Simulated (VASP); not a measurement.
AlNi: electric field gradients with PBE

Crystal: AlNi.

```
Al Ni
1.0
     2.92521    0.00000    0.00000
     0.00000    2.92521    0.00000
     0.00000    0.00000    2.79457
Al Ni
1 1
Cartesian
  0.0000 0.0000 0.0000
  1.4626 1.4626 1.3973
```

This cell differs from its parent crystal: z stretched by -3 % at fixed volume.

```yaml
Program: VASP 6.6.1
Task: electric field gradients
Functional: PBE
Potentials_or_basis: VASP PAW PBE potentials, release 64 (Al, Ni)
Cutoff: 520 eV
k_mesh: 14 × 14 × 14
Occupations: fermi-dirac, width 0.03 eV
Spin: collinear spin, ferromagnetic start
Starting_moments: "[0.0, 1.5] μB"
Dipole_correction: no
Further_INCAR_settings: ALGO = Normal; EDIFF = 1e-08; NBANDS = 18
```

* Pressure: 2.1 GPa
* Net moment: 0.00 μB per cell
* Largest electric field gradient by atom: Al -1.4; Ni -1.3 V/Å²
* Valence electrons inside the program's atomic spheres: Al 0.80; Ni 9.46

Stress tensor (GPa, compression positive):
```
1.05 0.00 0.00
0.00 1.05 0.00
0.00 0.00 4.29
```

Levels at points of the mesh, in eV from the Fermi level:
Spin up:
```csv
k point,band 4,band 5,band 6,band 7,band 8,band 9,band 10,band 11
"(0.00, 0.00, 0.00)",-1.61,-1.49,-1.49,4.97,4.97,6.63,7.94,8.21
"(0.50, 0.00, 0.00)",-2.32,-2.07,-1.42,-0.75,8.22,9.46,10.29,11.03
"(0.50, 0.50, 0.00)",-3.08,-1.94,-1.94,-1.07,1.20,2.21,13.07,15.82
"(0.00, 0.00, 0.50)",-2.33,-2.33,-1.50,-0.42,8.30,9.65,9.65,10.76
"(0.50, 0.00, 0.50)",-2.66,-2.16,-2.10,-0.99,1.65,2.60,11.93,14.58
"(0.50, 0.50, 0.50)",-1.03,-0.93,1.99,1.99,2.08,3.70,4.13,4.61
```
Spin down:
```csv
k point,band 4,band 5,band 6,band 7,band 8,band 9,band 10,band 11
"(0.00, 0.00, 0.00)",-1.61,-1.49,-1.49,4.97,4.97,6.63,7.94,8.21
"(0.50, 0.00, 0.00)",-2.32,-2.07,-1.42,-0.75,8.22,9.46,10.29,11.03
"(0.50, 0.50, 0.00)",-3.08,-1.94,-1.94,-1.07,1.20,2.21,13.07,15.82
"(0.00, 0.00, 0.50)",-2.33,-2.33,-1.50,-0.42,8.30,9.65,9.65,10.76
"(0.50, 0.00, 0.50)",-2.66,-2.16,-2.10,-0.99,1.65,2.60,11.93,14.58
"(0.50, 0.50, 0.50)",-1.03,-0.93,1.99,1.99,2.08,3.70,4.13,4.61
```

Electric field gradients, principal values (V/Å²):
| atom | least | middle | greatest (by size) |
| --- | --- | --- | --- |
| 1 Al | 0.704 | 0.704 | -1.407 |
| 2 Ni | 0.644 | 0.644 | -1.288 |

Wall time 100 s on 1 thread of Intel(R) Xeon(R) Platinum 8488C (Sapphire Rapids), on a shared host, peak memory 0.3 GiB.

Caveat: without QUAD_EFG the Cq values of the log hold for a quadrupole moment of 1 mb, not for the nuclei.
